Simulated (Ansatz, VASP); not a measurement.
Two plane-wave programs on KCl

```
K Cl
1.0
     3.83757    0.00000    0.00000
     0.00000    3.83757    0.00000
     0.00000    0.00000    3.83757
K Cl
1 1
Direct
  0.00000 0.00000 0.00000
  0.50000 0.50000 0.50000
```

Alike in both runs: task single point; functional PBE0; k mesh 6 × 6 × 6; occupations gaussian, width 0.02 eV; no spin polarisation.

|  | VASP | Ansatz |
| --- | --- | --- |
| version | VASP 6.6.1 | Ansatz 0.2.0 |
| potentials or method | VASP PAW PBE potentials, release 64 (K_sv, Cl), cutoff 520 eV | scalar-relativistic, plane waves, PAW |
| valence electrons in the cell | 16 | 16 |

|  | VASP | Ansatz | Ansatz less VASP |
| --- | --- | --- | --- |
| gap on the k mesh at the Fermi level (eV) | 6.85 | 6.85 | -0.004 |
| least direct gap on the mesh (eV) | 7.07 | 7.07 | -0.005 |
| pressure (GPa) | -0.5 | -0.5 | 0.00 |

With one functional, cell and mesh, what is left measures potentials, basis and numerics. Ansatz's warnings: stress exchange threshold loose, stress scf threshold loose.
